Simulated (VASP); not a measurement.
Input of a VASP 6.6.1 run:

The input INCAR:

```
SYSTEM = Zn2In2Cl5
PREC     = Accurate       ! precision mode
ENCUT    = 600            ! plane-wave cutoff, eV
EDIFF    = 1E-6           ! SCF threshold, eV
ISMEAR   = 0              ! smearing method
SIGMA    = 0.1            ! smearing width, eV
LREAL    = .FALSE.        ! projectors in reciprocal space
LASPH    = .TRUE.         ! aspherical terms in the spheres
NELM     = 80             ! most SCF steps
ALGO     = Normal         ! electronic algorithm
ISIF     = 3              ! what is computed and relaxed
LWAVE    = .FALSE.        ! write WAVECAR
LCHARG   = .FALSE.        ! write CHGCAR
GGA      = PE             ! functional
IBRION   = 2              ! ionic algorithm
NSW      = 90             ! ionic steps
EDIFFG   = -0.04          ! ionic threshold
```

The input KPOINTS:

```
Automatic mesh
0
G
  4 4 2
  0 0 0
```

File POSCAR:

```
Zn2In2Cl5
1.0
    3.0851829400     -3.4532059700      0.0000000000
    3.0851829400      3.4532059700      0.0000000000
    0.0000000000      0.0000000000     10.1388775000
Zn In Cl
2 2 5
Direct
    0.1924636600      0.1924636600      0.0000000000
    0.8075363400      0.8075363400      0.0000000000
    0.0000000000      0.0000000000      0.7968780600
    0.0000000000      0.0000000000      0.2031219400
    0.2300930000      0.7699070000      0.0903477200
    0.7699070000      0.2300930000      0.0903477200
    0.7699070000      0.2300930000      0.9096522800
    0.2300930000      0.7699070000      0.9096522800
    0.5000000000      0.5000000000      0.0000000000
```

Potentials or basis: VASP PAW PBE potentials, release 64 (Zn, In_d, Cl).

Run with:

```bash
$ cat potpaw_PBE.64/Zn/POTCAR potpaw_PBE.64/In_d/POTCAR potpaw_PBE.64/Cl/POTCAR > POTCAR
$ mpirun -np 1 vasp_std > vasp.out
```

(1) What does it give for the space group after relaxing (to 0.1 Å)?

(2) Estimate the relaxed cell.

(3) Estimate the band gap on the k mesh.

## Answers

(1) Cmmm (No. 65).

(2) a = 6.262 Å, b = 6.262 Å, c = 13.261 Å, α = 90.00°, β = 90.00°, γ = 111.87°.

(3) zero (an odd number of electrons rules out a gap without spin polarisation).

Caveat: spin-orbit coupling is left out, which moves the levels of the heavy elements; an odd number of electrons without spin polarisation forces a metal; a magnetic or distorted state may lie lower.
